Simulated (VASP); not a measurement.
# Si2Se (Fd-3m) in VASP: further runs

The runs below take Si2Se through single point, with PBE.

Everything below comes from runs of VASP 6.6.1. Logs are shortened: lines on timing, memory, paths and dates and some standing lists are left out, and cuts for length are marked.

### 1 The cell of the first run

The structure is cubic, space group Fd-3m (No. 227). The conventional cell has a = 7.488 Å, b = 7.488 Å, c = 7.488 Å, α = 90.00°, β = 90.00°, γ = 90.00°. Si (site symmetry -3m) has 6 Si at 2.65 Å and 6 Se at 3.10 Å within 3.5 Å. Se (site symmetry -43m) has 12 Si at 3.10 Å and 4 Se at 3.24 Å within 4.1 Å.

### 2 Single point, PBE

INCAR

```
PREC = Accurate
ENCUT = 520
EDIFF = 1E-7
ISMEAR = 0
SIGMA = 0.1
LREAL = F
LASPH = T
NELM = 100
ALGO = Normal
ISIF = 2
LWAVE = F
LCHARG = F
GGA = PE
NBANDS = 23
```

KPOINTS

```
Automatic mesh
0
Gamma
  4 4 4
```

POSCAR

```
Si2Se
1.0
    0.0000000000      3.7438699526      3.7438699526
    3.7438699526      0.0000000000      3.7438699526
    3.7438699526      3.7438699526      0.0000000000
Si Se
4 2
Direct
    0.6250000000      0.6250000000      0.6250000000
    0.1250000000      0.6250000000      0.6250000000
    0.6250000000      0.6250000000      0.1250000000
    0.6250000000      0.1250000000      0.6250000000
    0.0000000000      0.0000000000      0.0000000000
    0.2500000000      0.2500000000      0.2500000000
```

Potentials or basis: VASP PAW PBE potentials, release 64 (Si, Se).

Run with:

```
$ cat potpaw_PBE.64/Si/POTCAR potpaw_PBE.64/Se/POTCAR > POTCAR
$ mpirun -np 1 vasp_std > vasp.out
```

OUTCAR:

```text
PREC = Accurate
   ENCUT = 520
   EDIFF = 1E-7
   ISMEAR = 0
   LREAL = F
   LASPH = T
   NELM = 100
   ISIF = 2
   GGA = PE

 ion  position               nearest neighbor table
   1  0.625  0.625  0.625-   2 2.65   3 2.65   4 2.65   3 2.65   4 2.65   2 2.65
   2  0.125  0.625  0.625-   1 2.65   3 2.65   4 2.65   1 2.65   3 2.65   4 2.65
   3  0.625  0.625  0.125-   1 2.65   1 2.65   2 2.65   4 2.65   4 2.65   2 2.65
   4  0.625  0.125  0.625-   1 2.65   3 2.65   1 2.65   2 2.65   3 2.65   2 2.65
   5  0.000  0.000  0.000-
   6  0.250  0.250  0.250-

  LATTYP: Found a face centered cubic cell.
 ALAT       =     7.4877399052

  Lattice vectors:

 A1 = (   0.0000000000,   3.7438699526,   3.7438699526)
 A2 = (   3.7438699526,   0.0000000000,   3.7438699526)
 A3 = (   3.7438699526,   3.7438699526,   0.0000000000)

Analysis of symmetry for initial positions (statically):
=====================================================================
 Subroutine PRICEL returns:
 Original cell was already a primitive cell.

 Routine SETGRP: Setting up the symmetry group for a
 face centered cubic supercell.

 Subroutine GETGRP returns: Found 48 space group operations
 (whereof 24 operations were pure point group operations)
 out of a pool of 48 trial point group operations.

The static configuration has the point symmetry T_d .
 The point group associated with its full space group is O_h .

Analysis of symmetry for dynamics (positions and initial velocities):
=====================================================================
 Subroutine PRICEL returns:
 Original cell was already a primitive cell.

 Routine SETGRP: Setting up the symmetry group for a
 face centered cubic supercell.

 Subroutine GETGRP returns: Found 48 space group operations
 (whereof 24 operations were pure point group operations)
 out of a pool of 48 trial point group operations.

The dynamic configuration has the point symmetry T_d .
 The point group associated with its full space group is O_h .

 Subroutine INISYM returns: Found 48 space group operations
 (whereof 24 operations are pure point group operations),
 and found     1 'primitive' translations

----------------------------------------------------------------------------------------

                                     Primitive cell

  volume of cell :     104.9524

  direct lattice vectors                    reciprocal lattice vectors
     0.000000000  3.743869953  3.743869953    -0.133551647  0.133551647  0.133551647
     3.743869953  0.000000000  3.743869953     0.133551647 -0.133551647  0.133551647
     3.743869953  3.743869953  0.000000000     0.133551647  0.133551647 -0.133551647

  length of vectors
     5.294631663  5.294631663  5.294631663     0.231318239  0.231318239  0.231318239

  position of ions in fractional coordinates (direct lattice)
     0.625000000  0.625000000  0.625000000
     0.125000000  0.625000000  0.625000000
     0.625000000  0.625000000  0.125000000
     0.625000000  0.125000000  0.625000000
     0.000000000  0.000000000  0.000000000
     0.250000000  0.250000000  0.250000000

  ion indices of the primitive-cell ions
   primitive index   ion index
                 1           1
                 2           2
                 3           3
                 4           4
                 5           5
                 6           6

----------------------------------------------------------------------------------------

 KPOINTS: Automatic mesh

Automatic generation of k-mesh.
 Grid dimensions read from file:
 generate k-points for:    4    4    4

 Generating k-lattice:

  Cartesian coordinates                     Fractional coordinates (reciprocal lattice)
    -0.033387912  0.033387912  0.033387912     0.250000000  0.000000000  0.000000000
     0.033387912 -0.033387912  0.033387912     0.000000000  0.250000000  0.000000000
     0.033387912  0.033387912 -0.033387912     0.000000000  0.000000000  0.250000000

  Length of vectors
     0.057829560  0.057829560  0.057829560

  Shift w.r.t. Gamma in fractional coordinates (k-lattice)
     0.000000000  0.000000000  0.000000000

 Subroutine IBZKPT returns following result:
 ===========================================

 Found      8 irreducible k-points:

 Following reciprocal coordinates:
            Coordinates               Weight
  0.000000  0.000000  0.000000      1.000000
  0.250000  0.000000  0.000000      8.000000
  0.500000  0.000000  0.000000      4.000000
  0.250000  0.250000  0.000000      6.000000
  0.500000  0.250000  0.000000     24.000000
 -0.250000  0.250000  0.000000     12.000000
  0.500000  0.500000  0.000000      3.000000
 -0.250000  0.500000  0.250000      6.000000
   k-points           NKPTS =      8   k-points in BZ     NKDIM =      8   number of bands    NBANDS=     23
   number of dos      NEDOS =    301   number of ions     NIONS =      6
   total plane-waves  NPLWV =  64000
   dimension x,y,z NGX =    40 NGY =   40 NGZ =   40
   dimension x,y,z NGXF=    80 NGYF=   80 NGZF=   80
   ions per type =               4   2
   NGX,Y,Z   is equivalent  to a cutoff of  12.56, 12.56, 12.56 a.u.
   NGXF,Y,Z  is equivalent  to a cutoff of  25.12, 25.12, 25.12 a.u.
 SYSTEM =  unknown system
   PREC   = accura    normal or accurate (medium, high low for compatibility)
   ISTART =      0    job   : 0-new  1-cont  2-samecut
   ICHARG =      2    charge: 1-file 2-atom 10-const
   ISPIN  =      1    spin polarized calculation?
   LNONCOLLINEAR =      F non collinear calculations
   LSORBIT =      F    spin-orbit coupling
   LASPH  =      T    aspherical Exc in radial PAW
   ENCUT  =  520.0 eV  38.22 Ry    6.18 a.u.   9.84  9.84  9.84*2*pi/ulx,y,z
   NELM   =    100;   NELMIN=  2; NELMDL= -5     # of ELM steps
   EDIFF  = 0.1E-06   stopping-criterion for ELM
   LREAL  =      F    real-space projection
   EDIFFG = 0.1E-05   stopping-criterion for IOM
   NSW    =      0    number of steps for IOM
   IBRION =     -1    ionic relax: 0-MD 1-quasi-New 2-CG
   NFREE  =      0    steps in history (QN), initial steepest desc. (CG)
   ISIF   =      2    stress and relaxation
   ISYM   =      2    0-nonsym 1-usesym 2-fastsym
   POTIM  = 0.5000    time-step for ionic-motion
   TEBEG  =    0.0;   TEEND  =   0.0 temperature during run
   PSTRESS=    0.0 pullay stress
   NELECT =      28.0000    total number of electrons
   NUPDOWN=      -1.0000    fix difference up-down
   EMIN   =  10.00;   EMAX   =-10.00  energy-range for DOS
   EFERMI =   0.00;   METHOD = LEGACY
   ISMEAR =     0;   SIGMA  =   0.10  broadening in eV -4-tet -1-fermi 0-gaus
   EFERMI_NEDOS =   21; number of points for ismear=-14 and -15
   IALGO  =     38    algorithm
   IMIX   =      4    mixing-type and parameters
     AMIX     =   0.40;   BMIX     =  1.00
     AMIX_MAG =   1.60;   BMIX_MAG =  1.00
  volume/ion in A,a.u.               =      17.49       118.04
  Fermi-wavevector in a.u.,A,eV,Ry     =   1.053894  1.991570 15.111877  1.110692
  Thomas-Fermi vector in A             =   2.189033
   LORBIT       =      0    0 simple, 1 ext, 2 COOP (PROOUT), +10 PAW based schemes
   GGA     = PE    functional components
   LHFCALC =     F    Hartree Fock is set to
   AEXX    =    0.0000 exact exchange contribution
   IVDW    =     0    specifies the selected vdW correction
   LEPSILON=     F    determine dielectric tensor
   LRPA    =     F    only Hartree local field effects (RPA)
 non-spin polarized calculation
 Gauss-broadening in eV      SIGMA  =   0.10
  energy-cutoff  :      520.00
  volume of cell :      104.95
 maximum number of plane-waves:      2840
   NGX = 19   NGY = 19   NGZ = 19

 number of electron      27.9999997 magnetization

 Free energy of the ion-electron system (eV)
  ---------------------------------------------------
  ext. energy  EPLUGINS =         0.00000000
  ---------------------------------------------------
  free energy    TOTEN  =       -24.85934465 eV

  energy without entropy =      -24.83765911  energy(sigma->0) =      -24.84850188

 E-fermi :   7.3561     XC(G=0): -10.6901

 val. band max:        7.2425779545   @ k =  -0.2500   0.2500   0.0000
 cond. band min:       7.4039962912   @ k =   0.5000   0.2500   0.0000
 fundamental gap:      0.1614183367
 Fermi energy:         7.3561419277

 k-point     1 :       0.0000    0.0000    0.0000
  band No.  band energies     occupation
      1      -7.4509      2.00000
      2      -4.4109      2.00000
      3      -2.4757      2.00000
      4       1.3019      2.00000
      5       2.0261      2.00000
      6       2.0261      2.00000
[... 15 lines left out ...]
     22      14.3511      0.00000
     23      15.5137      0.00000

 k-point     2 :       0.2500    0.0000    0.0000
  band No.  band energies     occupation
      1      -7.0852      2.00000
      2      -4.7451      2.00000
      3      -2.9328      2.00000
      4      -0.3077      2.00000
      5       1.3984      2.00000
      6       1.3984      2.00000
[... 15 lines left out ...]
     22      14.4990      0.00000
     23      14.5551      0.00000

 k-point     3 :       0.5000    0.0000    0.0000
  band No.  band energies     occupation
      1      -6.4293      2.00000
      2      -5.4075      2.00000
      3      -3.4076      2.00000
      4      -0.9319      2.00000
      5       1.3279      2.00000
      6       1.3279      2.00000
[... 15 lines left out ...]
     22      12.9482      0.00000
     23      14.6333      0.00000

 k-point     4 :       0.2500    0.2500    0.0000
  band No.  band energies     occupation
      1      -6.9620      2.00000
      2      -4.8158      2.00000
      3      -2.8666      2.00000
      4      -0.7949      2.00000
      5       0.3664      2.00000
      6       0.3664      2.00000
[... 15 lines left out ...]
     22      13.0246      0.00000
     23      14.5503      0.00000

 k-point     5 :       0.5000    0.2500    0.0000
  band No.  band energies     occupation
      1      -6.2890      2.00000
      2      -5.3532      2.00000
      3      -3.3443      2.00000
      4      -1.9342      2.00000
      5       0.2078      2.00000
      6       1.1107      2.00000
[... 15 lines left out ...]
     22      12.1152      0.00000
     23      12.7513      0.00000

 k-point     6 :      -0.2500    0.2500    0.0000
  band No.  band energies     occupation
      1      -6.5519      2.00000
      2      -5.1390      2.00000
      3      -3.3703      2.00000
      4      -1.5325      2.00000
      5       0.9498      2.00000
      6       1.2982      2.00000
[... 15 lines left out ...]
     22      12.1765      0.00000
     23      12.6746      0.00000

 k-point     7 :       0.5000    0.5000    0.0000
  band No.  band energies     occupation
      1      -5.7966      2.00000
      2      -5.7966      2.00000
      3      -2.6997      2.00000
      4      -2.6997      2.00000
      5      -0.2514      2.00000
      6      -0.2514      2.00000
[... 15 lines left out ...]
     22      10.7602      0.00000
     23      15.3758      0.00000

 k-point     8 :      -0.2500    0.5000    0.2500
  band No.  band energies     occupation
      1      -5.7563      2.00000
      2      -5.7563      2.00000
      3      -3.0296      2.00000
      4      -3.0296      2.00000
      5       0.9526      2.00000
      6       0.9526      2.00000
[... 15 lines left out ...]
     22      11.9950      0.00000
     23      12.2350      0.00000

------------------------ aborting loop because EDIFF is reached ----------------------------------------

  FORCE on cell =-STRESS in cart. coord.  units (eV):
  Direction    XX          YY          ZZ          XY          YZ          ZX
  --------------------------------------------------------------------------------------
  -------------------------------------------------------------------------------------
  Total        0.1011551      0.1011551      0.1011551      0.0000000     -0.0000000     -0.0000000
  in kB        1.5442086      1.5442086      1.5442086      0.0000000     -0.0000000     -0.0000000
  external PRESSURE =       1.5442086 kB  Pullay stress =       0.0000000 kB

 VOLUME and BASIS-vectors are now :
 -----------------------------------------------------------------------------
  energy-cutoff  :      520.00
  volume of cell :      104.95
      direct lattice vectors                 reciprocal lattice vectors
     0.000000000  3.743869953  3.743869953    -0.133551647  0.133551647  0.133551647
     3.743869953  0.000000000  3.743869953     0.133551647 -0.133551647  0.133551647
     3.743869953  3.743869953  0.000000000     0.133551647  0.133551647 -0.133551647

 POSITION                                       TOTAL-FORCE (eV/Angst)
 -----------------------------------------------------------------------------------
      4.67984      4.67984      4.67984        -0.000000      0.000000      0.000000
      4.67984      2.80790      2.80790        -0.000000      0.000000      0.000000
      2.80790      2.80790      4.67984        -0.000000      0.000000      0.000000
      2.80790      4.67984      2.80790        -0.000000      0.000000      0.000000
      0.00000      0.00000      0.00000        -0.000000     -0.000000     -0.000000
      1.87193      1.87193      1.87193         0.000000      0.000000      0.000000
 -----------------------------------------------------------------------------------
    total drift:                               -0.000000     -0.000000      0.000000

  FREE ENERGIE OF THE ION-ELECTRON SYSTEM (eV)
  ---------------------------------------------------
  free  energy   TOTEN  =       -24.8593446531 eV

  energy  without entropy=      -24.8376591141  energy(sigma->0) =      -24.84850188
```

Run time: 45 s. Hardware: 1 thread of Intel Xeon 8259CL, shared host; peak memory 0.23 GiB.

Results:

* Free energy: -24.8593 eV
* Pressure: 0.2 GPa
* Band gap on the k mesh: zero (band 14 reaches 7.40 eV, above the bottom of band 15 at 5.63 eV)

Caveat: the k points lie up to 0.36 Å⁻¹ apart.

### 3 Single point, PBE

This run uses another cell than the first one, of 18.80 Å³/atom, 1.075 times its volume.

INCAR

```
  PREC = Accurate
  ENCUT = 520
  EDIFF = 1E-6
  ISMEAR = 0
  SIGMA = 0.1
  LREAL = F
  LASPH = T
  NELM = 80
  ALGO = Normal
  ISIF = 2
  LWAVE = F
  LCHARG = F
  GGA = PE
  NBANDS = 23
```

KPOINTS

```
regular mesh
0
Gamma
  4 4 4
```

POSCAR: that of step 2 with these lines changed.

```diff
@@ -2,5 +2,5 @@
 1.0
-    0.0000000000      3.7438699526      3.7438699526
-    3.7438699526      0.0000000000      3.7438699526
-    3.7438699526      3.7438699526      0.0000000000
+    0.0000000000      3.8348011146      3.8348011146
+    3.8348011146      0.0000000000      3.8348011146
+    3.8348011146      3.8348011146      0.0000000000
 Si Se
```

Potentials or basis: VASP PAW PBE potentials, release 64 (Si, Se).

Run with:

```
$ cat potpaw_PBE.64/Si/POTCAR potpaw_PBE.64/Se/POTCAR > POTCAR
$ mpirun -np 1 vasp_std > vasp.out
```

Wall time 42 s (1 thread of Intel Xeon 8259CL, shared host); peak memory 0.23 GiB.

The run converged. Its results:

```yaml
Free_energy: -24.7501 eV
Pressure: -4.4 GPa
Band_gap_on_the_k_mesh: zero (band 14 reaches 6.63 eV, above the bottom of band 15 at 5.01 eV)
```

Levels at points of the mesh, in eV from the Fermi level:
```tsv
k point	band 10	band 11	band 12	band 13	band 14	band 15	band 16	band 17	band 18	band 19
(0.00, 0.00, 0.00)	-4.66	-3.16	-3.16	-3.16	-1.57	-1.57	1.98	1.98	1.98	5.31
(0.50, 0.00, 0.00)	-2.41	-1.51	-1.51	-0.45	-0.45	0.16	1.61	2.33	2.33	2.77
(0.50, 0.50, 0.00)	-1.60	-1.07	-1.07	-0.29	-0.29	0.68	0.68	0.87	0.87	1.43
```
